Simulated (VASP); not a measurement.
A run of VASP 6.6.1:

File INCAR:

```
SYSTEM = CaSe
ALGO     = Normal         ! electronic algorithm
EDIFF    = 1E-6           ! SCF threshold, eV
ENCUT    = 520            ! plane-wave cutoff, eV
GGA      = PE             ! functional
ISIF     = 2              ! what is computed and relaxed
ISMEAR   = -1             ! smearing method
LASPH    = .TRUE.         ! aspherical terms in the spheres
LCHARG   = .FALSE.        ! write CHGCAR
LREAL    = .FALSE.        ! projectors in reciprocal space
LWAVE    = .FALSE.        ! write WAVECAR
NBANDS   = 15             ! bands
NELM     = 60             ! most SCF steps
PREC     = Accurate       ! precision mode
SIGMA    = 0.02           ! smearing width, eV
```

File KPOINTS:

```
k-points
0
G
  8 8 8
  0 0 0
```

File POSCAR:

```
CaSe
1.0
    3.6347849189      0.0387104594      0.0000000000
    0.0387104594      3.6347849189      0.0000000000
    0.0000000000      0.0000000000      3.6347849189
Ca Se
1 1
Direct
    0.0000000000      0.0000000000      0.0000000000
    0.5000000000      0.5000000000      0.5000000000
```

Potentials or basis: VASP PAW PBE potentials, release 64 (Ca_sv, Se).

Command:

```bash
$ cat potpaw_PBE.64/Ca_sv/POTCAR potpaw_PBE.64/Se/POTCAR > POTCAR
$ mpirun -np 1 vasp_std > vasp.out
```

Hardware: 1 thread of Intel(R) Xeon(R) 6975P-C (Granite Rapids), with other jobs on the host.

**Question.** Estimate the wall time of this run.

**Answer.** Run time: 22 s on 1 thread of Intel(R) Xeon(R) 6975P-C (Granite Rapids) (shared host), peak memory 0.21 GiB. Counts: scf iterations 13, k points 105.
